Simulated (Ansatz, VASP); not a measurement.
**One calculation of Ca, two programs**

```
CELL_PARAMETERS angstrom
-2.51444 2.51444 1.77771
2.51444 -2.51444 1.77771
2.51444 2.51444 -1.77771
ATOMIC_POSITIONS crystal
Ca 0.00000 0.00000 0.00000
```

Alike in both runs: task single point; functional r2SCAN; k mesh 16 × 16 × 16; occupations gaussian, width 0.15 eV; no spin polarisation.

|  | VASP | Ansatz |
| --- | --- | --- |
| version | VASP 6.6.1 | Ansatz 0.2.0 |
| potentials or method | VASP PAW PBE potentials, release 64 (Ca_sv), cutoff 520 eV | scalar-relativistic, plane waves, PAW |
| valence electrons in the cell | 10 | 10 |

```tsv
	VASP	Ansatz	Ansatz less VASP
gap on the k mesh at the Fermi level (eV)	none	none	-
pressure (GPa)	-0.1	-0.2	-0.03
traceless stress, the component that is largest in VASP (GPa)	4.78	4.77	-0.018
```

VASP's potentials were made for PBE, not for r2SCAN. A gap of «none» marks a metal or a gap that the smearing closes.
